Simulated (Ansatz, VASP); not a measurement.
# Ti in VASP and in Ansatz

Contents of INCAR:

```
SYSTEM = Ti
PREC = Accurate
ENCUT = 520
EDIFF = 1E-8
ISMEAR = -1
SIGMA = 0.08
LREAL = .False.
LASPH = .True.
NELM = 80
ALGO = Normal
ISIF = 2
LWAVE = .False.
LCHARG = .False.
GGA = PS
LEFG = .True.
NBANDS = 19
```

KPOINTS

```
Automatic mesh
0
Gamma
  13 13 7
  0 0 0
```

POSCAR

```
Ti
1.0
    2.9499978604      0.0000000000      0.0000000000
   -1.4749989302      2.5547730882      0.0000000000
    0.0000000000      0.0000000000      4.6391400000
Ti
2
Direct
    0.3333333333      0.6666666667      0.2500000000
    0.6666666667      0.3333333333      0.7500000000
```

Input for Ansatz:

```yaml
crystal:
  lattice:
    - [2.9499978604, 0.0, 0.0]
    - [-1.4749989302, 2.5547730882, 0.0]
    - [0.0, 0.0, 4.63914]
  atoms:
    - { symbol: Ti, position: [0.3333333333, 0.6666666667, 0.25] }
    - { symbol: Ti, position: [0.6666666667, 0.3333333333, 0.75] }
kpoints:
  mp_grid: { grid: [13, 13, 7] }
scf:
  occupations: { method: fermi_dirac, width: 0.08 }
hamiltonian:
  xc: pbesol
  pseudopotentials: { kind: all_electron, datasets: crystal }
output:
  forces: true
  stress: true
  eigenvalues: true
  efg: { contact_densities: true }
```

Change from the starting cell: zz strain of -1 %, crystal datasets.

Alike in both runs: task electric field gradients; functional PBEsol; k mesh 13 × 13 × 7; occupations fermi-dirac, width 0.08 eV; no spin polarisation.

|  | VASP | Ansatz |
| --- | --- | --- |
| version | VASP 6.6.1 | Ansatz 0.2.0 |
| potentials or method | VASP PAW PBE potentials, release 64 (Ti_sv), cutoff 520 eV | all-electron PAW with datasets made for the crystal, scalar-relativistic |

```tsv
	VASP	Ansatz	Ansatz less VASP
pressure (GPa)	-5.0	-4.8	+0.22
traceless stress, the component that is largest in VASP (GPa)	0.40	0.40	+0.005
size of Vzz on the site where it differs most (V/Å²)	18.9	20.4	+1.51
```

VASP's potentials were made for PBE, not for PBEsol. Ansatz ran all-electron here, and VASP with PAW potentials.
